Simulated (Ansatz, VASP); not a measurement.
# Two plane-wave programs on Co

The input INCAR:

```
PREC = Accurate
ENCUT = 520
EDIFF = 1E-6
ISMEAR = 0
SIGMA = 0.05
LREAL = False
LASPH = True
NELM = 60
ALGO = Normal
ISIF = 2
LWAVE = False
LCHARG = False
GGA = CA
NBANDS = 16
```

The input KPOINTS:

```
regular mesh
0
Gamma
  20 20 12
```

Contents of POSCAR:

```
Co
1.0
    2.4294441922      0.0000000000      0.0000000000
   -1.2147220961      2.1039603875      0.0000000000
    0.0000000000      0.0000000000      3.9179299248
Co
2
Direct
    0.3333333333      0.6666666667      0.7500000000
    0.6666666667      0.3333333333      0.2500000000
```

Input for Ansatz:

```yaml
crystal:
  lattice:
    - [2.4294441922, 0.0, 0.0]
    - [-1.2147220961, 2.1039603875, 0.0]
    - [0.0, 0.0, 3.9179299248]
  atoms:
    - { symbol: Co, position: [0.3333333333, 0.6666666667, 0.75] }
    - { symbol: Co, position: [0.6666666667, 0.3333333333, 0.25] }
basis:
  ecutwfc: 420
  ecutrho_ratio: 4
kpoints:
  mp_grid: { grid: [20, 20, 12] }
hamiltonian:
  xc: lda
scf:
  occupations: { method: gaussian, width: 0.05 }
output:
  forces: true
  stress: true
  eigenvalues: true
```

Alike in both runs: task single point; functional LDA; k mesh 20 × 20 × 12; occupations gaussian, width 0.05 eV; no spin polarisation.

|  | VASP | Ansatz |
| --- | --- | --- |
| version | VASP 6.6.1 | Ansatz 0.2.0 |
| potentials or method | VASP PAW LDA potentials, release 64 (Co), cutoff 520 eV | scalar-relativistic, plane waves, PAW |
| valence electrons in the cell | 18 | 34 |

```tsv
	VASP	Ansatz	Ansatz less VASP
pressure (GPa)	-12.5	-11.8	+0.66
traceless stress, the component that is largest in VASP (GPa)	-0.17	-0.12	+0.056
```

LDA's correlation is that of Perdew and Zunger in VASP and of Perdew and Wang (1992) in Ansatz. VASP's potentials hold 18 valence electrons a cell and Ansatz's 34, so a difference there can come from the potentials and not from the codes.
